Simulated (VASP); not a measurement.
# AlB2As3 (Cmmm) in VASP: notebook, part 2 of 3

VASP 6.6.1. Earlier steps stand in the parts before.

**3. Single point, PBE**

This run uses another cell than the first one, of 18.10 Å³/atom, 1.127 times its volume.

INCAR

```
SYSTEM = AlB2As3
PREC     = Accurate       ! precision mode
ENCUT    = 520            ! plane-wave cutoff, eV
EDIFF    = 1E-7           ! SCF threshold, eV
ISMEAR   = 0              ! smearing method
SIGMA    = 0.1            ! smearing width, eV
LREAL    = .False.        ! projectors in reciprocal space
LASPH    = .True.         ! aspherical terms in the spheres
NELM     = 100            ! most SCF steps
ALGO     = Normal         ! electronic algorithm
ISIF     = 2              ! what is computed and relaxed
LWAVE    = .False.        ! write WAVECAR
LCHARG   = .True.         ! write CHGCAR
GGA      = PE             ! functional
LELF     = .True.         ! ELF
LVHAR    = .True.       
NBANDS   = 21             ! bands
```

KPOINTS

```
regular mesh
0
Gamma
  4 4 4
  0 0 0
```

POSCAR

```
AlB2As3
1.0
    2.6212435400     -4.7349060300      0.0000000000
    2.6212435400      4.7349060300      0.0000000000
    0.0000000000      0.0000000000      4.3749208600
Al B As
1 2 3
Direct
    0.0000000000      0.0000000000      0.0000000000
    0.5000000000      0.0000000000      0.5000000000
    0.0000000000      0.5000000000      0.5000000000
    0.5000000000      0.5000000000      0.5000000000
    0.6678789900      0.3321210100      0.0000000000
    0.3321210100      0.6678789900      0.0000000000
```

Potentials or basis: VASP PAW PBE potentials, release 64 (Al, B, As).

On the command line:

```bash
cat potpaw_PBE.64/Al/POTCAR potpaw_PBE.64/B/POTCAR potpaw_PBE.64/As/POTCAR > POTCAR
mpirun -np 1 vasp_std > vasp.out
```

OUTCAR:

```text
SYSTEM = AlB2As3
   PREC = Accurate
   ENCUT = 520
   EDIFF = 1E-7
   ISMEAR = 0
   LREAL = .False.
   LASPH = .True.
   NELM = 100
   ISIF = 2
   GGA = PE

 ion  position               nearest neighbor table
   1  0.000  0.000  0.000-   5 3.07   6 3.07   5 3.07   6 3.07
   2  0.500  0.000  0.500-
   3  0.000  0.500  0.500-
   4  0.500  0.500  0.500-   5 2.70   6 2.70   5 2.70   6 2.70
   5  0.668  0.332  0.000-   4 2.70   4 2.70   1 3.07   1 3.07
   6  0.332  0.668  0.000-   4 2.70   4 2.70   1 3.07   1 3.07

  LATTYP: Found a base centered orthorhombic cell.
 ALAT       =     5.2424870800
 B/A-ratio  =     1.8063586835
 C/A-ratio  =     0.8345124734

  Lattice vectors:

 A1 = (   2.6212435400,  -4.7349060300,   0.0000000000)
 A2 = (   2.6212435400,   4.7349060300,   0.0000000000)
 A3 = (   0.0000000000,   0.0000000000,   4.3749208600)

Analysis of symmetry for initial positions (statically):
=====================================================================
 Subroutine PRICEL returns:
 Original cell was already a primitive cell.

 Routine SETGRP: Setting up the symmetry group for a
 base centered orthorhombic supercell.

 Subroutine GETGRP returns: Found  8 space group operations
 (whereof  8 operations were pure point group operations)
 out of a pool of  8 trial point group operations.

The static configuration has the point symmetry D_2h.

Analysis of symmetry for dynamics (positions and initial velocities):
=====================================================================
 Subroutine PRICEL returns:
 Original cell was already a primitive cell.

 Routine SETGRP: Setting up the symmetry group for a
 base centered orthorhombic supercell.

 Subroutine GETGRP returns: Found  8 space group operations
 (whereof  8 operations were pure point group operations)
 out of a pool of  8 trial point group operations.

The dynamic configuration has the point symmetry D_2h.

 Subroutine INISYM returns: Found  8 space group operations
 (whereof  8 operations are pure point group operations),
 and found     1 'primitive' translations

----------------------------------------------------------------------------------------

                                     Primitive cell

  volume of cell :     108.5973

  direct lattice vectors                    reciprocal lattice vectors
     2.621243540 -4.734906030  0.000000000     0.190749159 -0.105598717  0.000000000
     2.621243540  4.734906030  0.000000000     0.190749159  0.105598717  0.000000000
     0.000000000  0.000000000  4.374920860     0.000000000  0.000000000  0.228575563

  length of vectors
     5.412047007  5.412047007  4.374920860     0.218028279  0.218028279  0.228575563

  position of ions in fractional coordinates (direct lattice)
     0.000000000  0.000000000  0.000000000
     0.500000000  0.000000000  0.500000000
     0.000000000  0.500000000  0.500000000
     0.500000000  0.500000000  0.500000000
     0.667878990  0.332121010  0.000000000
     0.332121010  0.667878990  0.000000000

  ion indices of the primitive-cell ions
   primitive index   ion index
                 1           1
                 2           2
[... 27 lines left out ...]
 ===========================================

 Found     21 irreducible k-points:

 Following reciprocal coordinates:
            Coordinates               Weight
  0.000000  0.000000  0.000000      1.000000
  0.250000 -0.000000  0.000000      4.000000
  0.500000 -0.000000  0.000000      2.000000
  0.250000  0.250000  0.000000      2.000000
  0.500000  0.250000  0.000000      4.000000
 -0.250000  0.250000  0.000000      2.000000
[... 13 lines left out ...]
 -0.250000  0.250000  0.500000      2.000000
  0.500000  0.500000  0.500000      1.000000
   k-points           NKPTS =     21   k-points in BZ     NKDIM =     21   number of bands    NBANDS=     21
   number of dos      NEDOS =    301   number of ions     NIONS =      6
   total plane-waves  NPLWV =  57600
   dimension x,y,z NGX =    40 NGY =   40 NGZ =   36
   dimension x,y,z NGXF=    80 NGYF=   80 NGZF=   72
   ions per type =               1   2   3
   NGX,Y,Z   is equivalent  to a cutoff of  12.29, 12.29, 13.68 a.u.
   NGXF,Y,Z  is equivalent  to a cutoff of  24.57, 24.57, 27.36 a.u.
 SYSTEM =  AlB2As3
   PREC   = accura    normal or accurate (medium, high low for compatibility)
   ISTART =      0    job   : 0-new  1-cont  2-samecut
   ICHARG =      2    charge: 1-file 2-atom 10-const
   ISPIN  =      1    spin polarized calculation?
   LNONCOLLINEAR =      F non collinear calculations
   LSORBIT =      F    spin-orbit coupling
   LASPH  =      T    aspherical Exc in radial PAW
   ENCUT  =  520.0 eV  38.22 Ry    6.18 a.u.  10.06 10.06  8.13*2*pi/ulx,y,z
   NELM   =    100;   NELMIN=  2; NELMDL= -5     # of ELM steps
   EDIFF  = 0.1E-06   stopping-criterion for ELM
   LREAL  =      F    real-space projection
   EDIFFG = 0.1E-05   stopping-criterion for IOM
   NSW    =      0    number of steps for IOM
   IBRION =     -1    ionic relax: 0-MD 1-quasi-New 2-CG
   NFREE  =      0    steps in history (QN), initial steepest desc. (CG)
   ISIF   =      2    stress and relaxation
   ISYM   =      2    0-nonsym 1-usesym 2-fastsym
   POTIM  = 0.5000    time-step for ionic-motion
   TEBEG  =    0.0;   TEEND  =   0.0 temperature during run
   PSTRESS=    0.0 pullay stress
   NELECT =      24.0000    total number of electrons
   NUPDOWN=      -1.0000    fix difference up-down
   EMIN   =  10.00;   EMAX   =-10.00  energy-range for DOS
   EFERMI =   0.00;   METHOD = LEGACY
   ISMEAR =     0;   SIGMA  =   0.10  broadening in eV -4-tet -1-fermi 0-gaus
   EFERMI_NEDOS =   21; number of points for ismear=-14 and -15
   IALGO  =     38    algorithm
   IMIX   =      4    mixing-type and parameters
     AMIX     =   0.40;   BMIX     =  1.00
     AMIX_MAG =   1.60;   BMIX_MAG =  1.00
  volume/ion in A,a.u.               =      18.10       122.14
  Fermi-wavevector in a.u.,A,eV,Ry     =   0.989781  1.870414 13.329160  0.979666
  Thomas-Fermi vector in A             =   2.121404
   LORBIT       =      0    0 simple, 1 ext, 2 COOP (PROOUT), +10 PAW based schemes
   GGA     = PE    functional components
   LHFCALC =     F    Hartree Fock is set to
   AEXX    =    0.0000 exact exchange contribution
   IVDW    =     0    specifies the selected vdW correction
   LEPSILON=     F    determine dielectric tensor
   LRPA    =     F    only Hartree local field effects (RPA)
 non-spin polarized calculation
 Gauss-broadening in eV      SIGMA  =   0.10
  energy-cutoff  :      520.00
  volume of cell :      108.60
 maximum number of plane-waves:      2948
   NGX = 21   NGY = 21   NGZ = 17

 number of electron      24.0000000 magnetization

 Free energy of the ion-electron system (eV)
  ---------------------------------------------------
  ext. energy  EPLUGINS =         0.00000000
  ---------------------------------------------------
  free energy    TOTEN  =       -23.15671388 eV

  energy without entropy =      -23.13626729  energy(sigma->0) =      -23.14649058

 E-fermi :   4.9336     XC(G=0):  -9.9900

 val. band max:        4.9128056728   @ k =   0.5000  -0.0000   0.0000
 cond. band min:       4.9382641085   @ k =   0.5000   0.2500   0.0000
 fundamental gap:      0.0254584357
 Fermi energy:         4.9335839168

 k-point     1 :       0.0000    0.0000    0.0000
  band No.  band energies     occupation
      1      -9.2094      2.00000
      2      -5.2516      2.00000
      3      -4.2086      2.00000
      4      -0.8760      2.00000
      5      -0.7994      2.00000
      6      -0.6582      2.00000
[... 493 lines left out ...]
     20       8.8126      0.00000
     21       8.8923      0.00000

------------------------ aborting loop because EDIFF is reached ----------------------------------------

  FORCE on cell =-STRESS in cart. coord.  units (eV):
  Direction    XX          YY          ZZ          XY          YZ          ZX
  --------------------------------------------------------------------------------------
  -------------------------------------------------------------------------------------
  Total       -7.5236383     -1.8750790     -2.5330267      0.0000000      0.0000000      0.0000000
  in kB     -110.9991258    -27.6637607    -37.3707163      0.0000000      0.0000000      0.0000000
  external PRESSURE =     -58.6778676 kB  Pullay stress =       0.0000000 kB

 VOLUME and BASIS-vectors are now :
 -----------------------------------------------------------------------------
  energy-cutoff  :      520.00
  volume of cell :      108.60
      direct lattice vectors                 reciprocal lattice vectors
     2.621243540 -4.734906030  0.000000000     0.190749159 -0.105598717  0.000000000
     2.621243540  4.734906030  0.000000000     0.190749159  0.105598717  0.000000000
     0.000000000  0.000000000  4.374920860     0.000000000  0.000000000  0.228575563

 POSITION                                       TOTAL-FORCE (eV/Angst)
 -----------------------------------------------------------------------------------
      0.00000      0.00000      0.00000        -0.000000      0.000000     -0.000000
      1.31062     -2.36745      2.18746        -0.000000      0.000000     -0.000000
      1.31062      2.36745      2.18746        -0.000000      0.000000     -0.000000
      2.62124      0.00000      2.18746         0.000000      0.000000     -0.000000
      2.62124     -1.58978      0.00000        -0.000000     -0.873519     -0.000000
      2.62124      1.58978      0.00000        -0.000000      0.873519      0.000000
 -----------------------------------------------------------------------------------
    total drift:                               -0.000000      0.000000     -0.000000

  FREE ENERGIE OF THE ION-ELECTRON SYSTEM (eV)
  ---------------------------------------------------
  free  energy   TOTEN  =       -23.1567138766 eV

  energy  without entropy=      -23.1362672867  energy(sigma->0) =      -23.14649058
```

Wall time 47 s (1 thread of Intel Xeon 6975P-C (Granite Rapids), shared host); peak memory 0.23 GiB.

Results:

* Free energy: -23.1567 eV
* Pressure: -5.9 GPa
* Largest force: 0.874 eV/Å
* Band gap on the k mesh: zero (band 12 reaches 6.22 eV, above the bottom of band 13 at 3.28 eV)

Forces in eV/Å, atoms in the order of the input:
```
Al   0.000  0.000  0.000
B    0.000  0.000  0.000
B    0.000  0.000  0.000
As   0.000  0.000  0.000
As   0.000 -0.874  0.000
As   0.000  0.874  0.000
```

Stress tensor (GPa, compression positive):
```
-11.10   0.00   0.00
  0.00  -2.77   0.00
  0.00   0.00  -3.74
```

**4. Single point, PBE**

This run uses another cell than the first one, of 15.95 Å³/atom, 0.993 times its volume.

INCAR

```
PREC = Accurate ; ENCUT = 520
EDIFF = 1E-6 ; ISMEAR = 0
SIGMA = 0.1 ; LREAL = F
LASPH = T ; NELM = 60
ALGO = Normal ; ISIF = 2
LWAVE = F ; LCHARG = T
GGA = PE ; LELF = T
LVHAR = T ; NBANDS = 21
```

KPOINTS

```
regular mesh
0
Gamma
  6 6 4
```

POSCAR

```
AlB2As3
1.0
    1.6523954945     -7.1421905861      0.0000000000
    1.6523954945      7.1421905861      0.0000000000
    0.0000000000      0.0000000000      4.0540089612
Al B As
1 2 3
Direct
    0.0000000000      0.0000000000      0.0000000000
    0.5000000000      0.0000000000      0.5000000000
    0.0000000000      0.5000000000      0.5000000000
    0.5000000000      0.5000000000      0.5000000000
    0.6473298888      0.3526701112      0.0000000000
    0.3526701112      0.6473298888      0.0000000000
```

On the command line:

```bash
cat potpaw_PBE.64/Al/POTCAR potpaw_PBE.64/B/POTCAR potpaw_PBE.64/As/POTCAR > POTCAR
mpirun -np 1 vasp_std > vasp.out
```

Run time: 74 s. Hardware: 1 thread of Intel Xeon 6975P-C (Granite Rapids), shared host; peak memory 0.3 GiB.

The run converged. Its results:

```yaml
Free_energy: -28.2777 eV
Pressure: 0.0 GPa
Largest_force: 0.007 eV/Å
Band_gap_on_the_k_mesh: zero (band 12 reaches 7.72 eV, above the bottom of band 13 at 4.97 eV)
```

Forces in eV/Å, atoms in the order of the input:
```
Al   0.000  0.000  0.000
B    0.000  0.000  0.000
B    0.000  0.000  0.000
As   0.000  0.000  0.000
As   0.000 -0.007  0.000
As   0.000  0.007  0.000
```

Stress tensor (GPa, compression positive):
```
 0.00  0.00  0.00
 0.00  0.13  0.00
 0.00  0.00 -0.10
```

Levels at points of the mesh, in eV from the Fermi level:
```
           k point  band 10  band 11  band 12  band 13  band 14  band 15
(0.00, 0.00, 0.00)    -1.46    -1.25    -0.91     0.15     1.00     2.72
(0.50, 0.00, 0.00)    -1.92    -1.83    -1.20    -0.73     0.95     1.58
(0.50, 0.50, 0.00)    -1.15     0.12     0.67     1.22     1.30     1.46
(0.00, 0.00, 0.50)    -0.98     0.67     0.70     0.72     1.03     3.99
(0.50, 0.00, 0.50)    -3.31    -3.02    -1.56     0.29     0.39     0.70
(0.50, 0.50, 0.50)     0.28     0.71     1.82     2.55     2.68     3.79
```

Caveat: the k points lie up to 0.39 Å⁻¹ apart.

[end of part 2 of 3]
